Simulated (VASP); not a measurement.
# TiB (F-43m) in VASP: a series of runs

TiB is run at these levels: PBEsol; tasks: single point, relaxation of cell and atoms.

Program: VASP 6.6.1. These are calculated values, not measurements. Logs are shortened: lines on timing, memory, paths and dates and some standing lists are left out, and cuts for length are marked.

### Step 1. The cell of the first run

The structure is cubic, space group F-43m (No. 216). Conventional cell: a = 4.883 Å, b = 4.883 Å, c = 4.883 Å, α = 90.00°, β = 90.00°, γ = 90.00°. Within 2.8 Å of Ti (site symmetry -43m) lie 4 B at 2.11 Å. B (site symmetry -43m) has 4 Ti at 2.11 Å within 2.8 Å.

### Step 2. Single point, PBEsol

File INCAR:

```
SYSTEM = TiB
ALGO     = Normal         ! electronic algorithm
EDIFF    = 1E-6           ! SCF threshold, eV
ENCUT    = 500            ! plane-wave cutoff, eV
GGA      = PS             ! functional
GGA_COMPAT= .FALSE.      
ISIF     = 2              ! what is computed and relaxed
ISMEAR   = -1             ! smearing method
LASPH    = .TRUE.         ! aspherical terms in the spheres
LCHARG   = .FALSE.        ! write CHGCAR
LREAL    = .FALSE.        ! projectors in reciprocal space
LWAVE    = .FALSE.        ! write WAVECAR
NBANDS   = 14             ! bands
NELM     = 120            ! most SCF steps
PREC     = Accurate       ! precision mode
SIGMA    = 0.05           ! smearing width, eV
```

File KPOINTS:

```
k-points
0
G
  9 9 9
  0 0 0
```

File POSCAR:

```
TiB
1.0
    0.0000000000      2.4412689262      2.4412689262
    2.4412689262      0.0000000000      2.4412689262
    2.4412689262      2.4412689262      0.0000000000
Ti B
1 1
Direct
    0.0000000000      0.0000000000      0.0000000000
    0.2500000000      0.2500000000      0.2500000000
```

Potentials or basis: VASP PAW PBE potentials, release 64 (Ti_sv, B).

Started as:

```sh
$ cat potpaw_PBE.64/Ti_sv/POTCAR potpaw_PBE.64/B/POTCAR > POTCAR
$ mpirun -np 1 vasp_std > vasp.out
```

OUTCAR:

```text
SYSTEM = TiB
   EDIFF = 1E-6
   ENCUT = 500
   GGA = PS
   ISIF = 2
   ISMEAR = -1
   LASPH = .TRUE.
   LREAL = .FALSE.
   NELM = 120
   PREC = Accurate

 ion  position               nearest neighbor table
   1  0.000  0.000  0.000-   2 2.11   2 2.11   2 2.11   2 2.11
   2  0.250  0.250  0.250-   1 2.11   1 2.11   1 2.11   1 2.11

  LATTYP: Found a face centered cubic cell.
 ALAT       =     4.8825378524

  Lattice vectors:

 A1 = (   0.0000000000,   2.4412689262,   2.4412689262)
 A2 = (   2.4412689262,   0.0000000000,   2.4412689262)
 A3 = (   2.4412689262,   2.4412689262,   0.0000000000)

Analysis of symmetry for initial positions (statically):
=====================================================================
 Subroutine PRICEL returns:
 Original cell was already a primitive cell.

 Routine SETGRP: Setting up the symmetry group for a
 face centered cubic supercell.

 Subroutine GETGRP returns: Found 24 space group operations
 (whereof 24 operations were pure point group operations)
 out of a pool of 48 trial point group operations.

The static configuration has the point symmetry T_d .

Analysis of symmetry for dynamics (positions and initial velocities):
=====================================================================
 Subroutine PRICEL returns:
 Original cell was already a primitive cell.

 Routine SETGRP: Setting up the symmetry group for a
 face centered cubic supercell.

 Subroutine GETGRP returns: Found 24 space group operations
 (whereof 24 operations were pure point group operations)
 out of a pool of 48 trial point group operations.

The dynamic configuration has the point symmetry T_d .

 Subroutine INISYM returns: Found 24 space group operations
 (whereof 24 operations are pure point group operations),
 and found     1 'primitive' translations

----------------------------------------------------------------------------------------

                                     Primitive cell

  volume of cell :      29.0989

  direct lattice vectors                    reciprocal lattice vectors
     0.000000000  2.441268926  2.441268926    -0.204811520  0.204811520  0.204811520
     2.441268926  0.000000000  2.441268926     0.204811520 -0.204811520  0.204811520
     2.441268926  2.441268926  0.000000000     0.204811520  0.204811520 -0.204811520

  length of vectors
     3.452475625  3.452475625  3.452475625     0.354743959  0.354743959  0.354743959

  position of ions in fractional coordinates (direct lattice)
     0.000000000  0.000000000  0.000000000
     0.250000000  0.250000000  0.250000000

  ion indices of the primitive-cell ions
   primitive index   ion index
                 1           1
                 2           2

----------------------------------------------------------------------------------------

 KPOINTS: k-points

Automatic generation of k-mesh.
 Grid dimensions read from file:
 generate k-points for:    9    9    9

 Generating k-lattice:

  Cartesian coordinates                     Fractional coordinates (reciprocal lattice)
    -0.022756836  0.022756836  0.022756836     0.111111111  0.000000000  0.000000000
     0.022756836 -0.022756836  0.022756836     0.000000000  0.111111111  0.000000000
     0.022756836  0.022756836 -0.022756836     0.000000000  0.000000000  0.111111111

  Length of vectors
     0.039415995  0.039415995  0.039415995

  Shift w.r.t. Gamma in fractional coordinates (k-lattice)
     0.000000000  0.000000000  0.000000000

 Subroutine IBZKPT returns following result:
 ===========================================

 Found     35 irreducible k-points:

 Following reciprocal coordinates:
            Coordinates               Weight
  0.000000  0.000000  0.000000      1.000000
  0.111111  0.000000  0.000000      8.000000
  0.222222  0.000000  0.000000      8.000000
  0.333333  0.000000  0.000000      8.000000
  0.444444  0.000000  0.000000      8.000000
  0.111111  0.111111  0.000000      6.000000
[... 16 lines left out ...]
 -0.333333  0.333333  0.000000     12.000000
  0.444444  0.444444  0.000000      6.000000
 [... further k-points ...]
   k-points           NKPTS =     35   k-points in BZ     NKDIM =     35   number of bands    NBANDS=     14
   number of dos      NEDOS =    301   number of ions     NIONS =      2
   total plane-waves  NPLWV =  21952
   dimension x,y,z NGX =    28 NGY =   28 NGZ =   28
   dimension x,y,z NGXF=    56 NGYF=   56 NGZF=   56
   ions per type =               1   1
   NGX,Y,Z   is equivalent  to a cutoff of  13.48, 13.48, 13.48 a.u.
   NGXF,Y,Z  is equivalent  to a cutoff of  26.97, 26.97, 26.97 a.u.
 SYSTEM =  TiB
   PREC   = accura    normal or accurate (medium, high low for compatibility)
   ISTART =      0    job   : 0-new  1-cont  2-samecut
   ICHARG =      2    charge: 1-file 2-atom 10-const
   ISPIN  =      1    spin polarized calculation?
   LNONCOLLINEAR =      F non collinear calculations
   LSORBIT =      F    spin-orbit coupling
   LASPH  =      T    aspherical Exc in radial PAW
   ENCUT  =  500.0 eV  36.75 Ry    6.06 a.u.   6.29  6.29  6.29*2*pi/ulx,y,z
   NELM   =    120;   NELMIN=  2; NELMDL= -5     # of ELM steps
   EDIFF  = 0.1E-05   stopping-criterion for ELM
   LREAL  =      F    real-space projection
   EDIFFG = 0.1E-04   stopping-criterion for IOM
   NSW    =      0    number of steps for IOM
   IBRION =     -1    ionic relax: 0-MD 1-quasi-New 2-CG
   NFREE  =      0    steps in history (QN), initial steepest desc. (CG)
   ISIF   =      2    stress and relaxation
   ISYM   =      2    0-nonsym 1-usesym 2-fastsym
   POTIM  = 0.5000    time-step for ionic-motion
   TEBEG  =    0.0;   TEEND  =   0.0 temperature during run
   PSTRESS=    0.0 pullay stress
   NELECT =      15.0000    total number of electrons
   NUPDOWN=      -1.0000    fix difference up-down
   EMIN   =  10.00;   EMAX   =-10.00  energy-range for DOS
   EFERMI =   0.00;   METHOD = LEGACY
   ISMEAR =    -1;   SIGMA  =   0.05  broadening in eV -4-tet -1-fermi 0-gaus
   EFERMI_NEDOS =   21; number of points for ismear=-14 and -15
   IALGO  =     38    algorithm
   IMIX   =      4    mixing-type and parameters
     AMIX     =   0.40;   BMIX     =  1.00
     AMIX_MAG =   1.60;   BMIX_MAG =  1.00
  volume/ion in A,a.u.               =      14.55        98.18
  Fermi-wavevector in a.u.,A,eV,Ry     =   1.312642  2.480534 23.443233  1.723029
  Thomas-Fermi vector in A             =   2.443020
   LORBIT       =      0    0 simple, 1 ext, 2 COOP (PROOUT), +10 PAW based schemes
   GGA     = PS    functional components
   LHFCALC =     F    Hartree Fock is set to
   AEXX    =    0.0000 exact exchange contribution
   IVDW    =     0    specifies the selected vdW correction
   LEPSILON=     F    determine dielectric tensor
   LRPA    =     F    only Hartree local field effects (RPA)
 non-spin polarized calculation
  energy-cutoff  :      500.00
  volume of cell :       29.10
 maximum number of plane-waves:       751
 NGX is ok and might be reduce to    28
   NGX = 13   NGY = 13   NGZ = 13

 number of electron      14.9999996 magnetization

 Free energy of the ion-electron system (eV)
  ---------------------------------------------------
  ext. energy  EPLUGINS =         0.00000000
  ---------------------------------------------------
  free energy    TOTEN  =       -13.83056755 eV

  energy without entropy =      -13.81928889  energy(sigma->0) =      -13.82492822

 E-fermi :   4.8798     XC(G=0): -10.7819

 val. band max:        4.7817413818   @ k =  -0.4444   0.2222   0.0000
 cond. band min:       4.9435887767   @ k =   0.4444   0.3333   0.0000
 fundamental gap:      0.1618473949
 Fermi energy:         4.8798475085

 k-point     1 :       0.0000    0.0000    0.0000
  band No.  band energies     occupation
      1     -50.9322      2.00000
      2     -27.2484      2.00000
      3     -27.2484      2.00000
      4     -27.2484      2.00000
      5      -2.9760      2.00000
      6       3.8427      2.00000
      7       3.8427      2.00000
      8       3.8427      2.00000
      9       7.0999      0.00000
     10       7.0999      0.00000
     11      13.3264      0.00000
     12      13.6829      0.00000
     13      13.6829      0.00000
     14      13.6829      0.00000

 k-point     2 :       0.1111    0.0000    0.0000
  band No.  band energies     occupation
      1     -50.9304      2.00000
      2     -27.2665      2.00000
      3     -27.2512      2.00000
      4     -27.2512      2.00000
      5      -2.7628      2.00000
      6       3.6786      2.00000
      7       3.9268      2.00000
      8       3.9268      2.00000
      9       7.0432      0.00000
     10       7.0432      0.00000
     11      12.9181      0.00000
     12      13.5311      0.00000
     13      13.5311      0.00000
     14      13.8241      0.00000

 k-point     3 :       0.2222    0.0000    0.0000
  band No.  band energies     occupation
      1     -50.9258      2.00000
      2     -27.3121      2.00000
      3     -27.2582      2.00000
      4     -27.2582      2.00000
      5      -2.1679      2.00000
      6       3.2900      2.00000
      7       4.1121      2.00000
      8       4.1121      2.00000
      9       6.9978      0.00000
     10       6.9978      0.00000
     11      11.3403      0.00000
     12      13.0452      0.00000
     13      13.0452      0.00000
     14      14.7400      0.00000
[... 324 lines left out ...]
 k-point    23 :      -0.3333    0.3333    0.0000
  band No.  band energies     occupation
      1     -50.9128      2.00000
      2     -27.3592      2.00000
      3     -27.3464      2.00000
      4     -27.2887      2.00000
      5       0.0406      2.00000
      6       2.9008      2.00000
      7       4.0152      2.00000
      8       5.0468      0.06845
      9       6.4393      0.00000
     10       7.1310      0.00000
     11       8.7903      0.00000
     12       9.5594      0.00000
     13      10.7571      0.00000
     14      15.4291      0.00000

 k-point    24 :       0.4444    0.4444    0.0000
  band No.  band energies     occupation
      1     -50.9122      2.00000
      2     -27.3884      2.00000
      3     -27.3065      2.00000
      4     -27.3065      2.00000
      5       0.1336      2.00000
      6       2.0145      2.00000
      7       5.5120      0.00001
      8       5.6827      0.00000
      9       5.6827      0.00000
     10       7.8211      0.00000
     11       9.0184      0.00000
     12       9.0184      0.00000
     13       9.3045      0.00000
     14      15.5231      0.00000

 [... further k-points ...]

------------------------ aborting loop because EDIFF is reached ----------------------------------------

  FORCE on cell =-STRESS in cart. coord.  units (eV):
  Direction    XX          YY          ZZ          XY          YZ          ZX
  --------------------------------------------------------------------------------------
  -------------------------------------------------------------------------------------
  Total        0.2975642      0.2975642      0.2975642      0.0000000      0.0000000      0.0000000
  in kB       16.3837927     16.3837927     16.3837927      0.0000000      0.0000000      0.0000000
  external PRESSURE =      16.3837927 kB  Pullay stress =       0.0000000 kB

 VOLUME and BASIS-vectors are now :
 -----------------------------------------------------------------------------
  energy-cutoff  :      500.00
  volume of cell :       29.10
      direct lattice vectors                 reciprocal lattice vectors
     0.000000000  2.441268926  2.441268926    -0.204811520  0.204811520  0.204811520
     2.441268926  0.000000000  2.441268926     0.204811520 -0.204811520  0.204811520
     2.441268926  2.441268926  0.000000000     0.204811520  0.204811520 -0.204811520

 POSITION                                       TOTAL-FORCE (eV/Angst)
 -----------------------------------------------------------------------------------
      0.00000      0.00000      0.00000        -0.000000     -0.000000     -0.000000
      1.22063      1.22063      1.22063         0.000000      0.000000      0.000000
 -----------------------------------------------------------------------------------
    total drift:                                0.000001      0.000001      0.000001

  FREE ENERGIE OF THE ION-ELECTRON SYSTEM (eV)
  ---------------------------------------------------
  free  energy   TOTEN  =       -13.8305675521 eV

  energy  without entropy=      -13.8192888895  energy(sigma->0) =      -13.82492822
```

It took 37 s on 1 thread of Intel Xeon 8259CL, shared host; peak memory 0.16 GiB.

Results:

```yaml
Free_energy: -13.8306 eV
Pressure: 1.6 GPa
Band_gap_on_the_k_mesh: zero (an odd number of electrons rules out a gap without spin polarisation)
```

Levels at points of the mesh, in eV from the Fermi level:
| k point | band 4 | band 5 | band 6 | band 7 | band 8 | band 9 | band 10 | band 11 | band 12 | band 13 |
| --- | --- | --- | --- | --- | --- | --- | --- | --- | --- | --- |
| (0.00, 0.00, 0.00) | -32.13 | -7.86 | -1.04 | -1.04 | -1.04 | 2.22 | 2.22 | 8.45 | 8.80 | 8.80 |

Caveat: the PAW data sets were made with another functional, which shifts forces and pressure a little.

(Part 1 of 3 ends here.)
